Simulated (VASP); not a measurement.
Runs of VASP 6.6.1 on BN. The structure is that of space group P6_3/mmc (No. 194), or close to it. The cells are those of the table. 

```csv
cell,gap on the mesh (eV),pressure (GPa)
"a = 2.503, b = 2.503, c = 7.378 Å, angles 90.0, 90.0, 120.0°, 4 atoms",(d),0.6
"a = 2.664, b = 2.664, c = 6.961 Å, angles 90.0, 90.0, 120.0°, 4 atoms",3.92,-32.2
"a = 2.544, b = 2.544, c = 6.977 Å, angles 90.0, 90.0, 120.0°, 4 atoms",4.17,-9.8
"a = 2.707, b = 2.707, c = 6.741 Å, angles 90.0, 90.0, 120.0°, 4 atoms",(b),(c)
"a = 2.403, b = 2.403, c = 7.085 Å, angles 90.0, 90.0, 120.0°, 4 atoms",4.47,33.6
"a = 2.504, b = 2.504, c = 6.866 Å, angles 90.0, 90.0, 120.0°, 4 atoms",4.22,0.6
"a = 2.444, b = 2.444, c = 7.561 Å, angles 90.0, 90.0, 120.0°, 4 atoms",4.45,(a)
"a = 2.503, b = 2.503, c = 7.205 Å, angles 90.0, 90.0, 120.0°, 4 atoms",4.30,0.4
```

Alike in all rows: task single point; level PBEsol; potentials or basis VASP PAW PBE potentials, release 64 (B, N); no spin polarisation; k mesh 12 × 12 × 4; cutoff (eV) 520; smearing gaussian 0.05 eV.

Q: Estimate the missing entries.

A: (a) 17.4; (b) 3.76; (c) -38.9; (d) 4.35.

Caveats: the PAW data sets were made with another functional, which shifts forces and pressure a little; this functional lacks dispersion, which binds the layers, so the pressure and a relaxed spacing across them are unreliable.

A k mesh can miss the band edges.
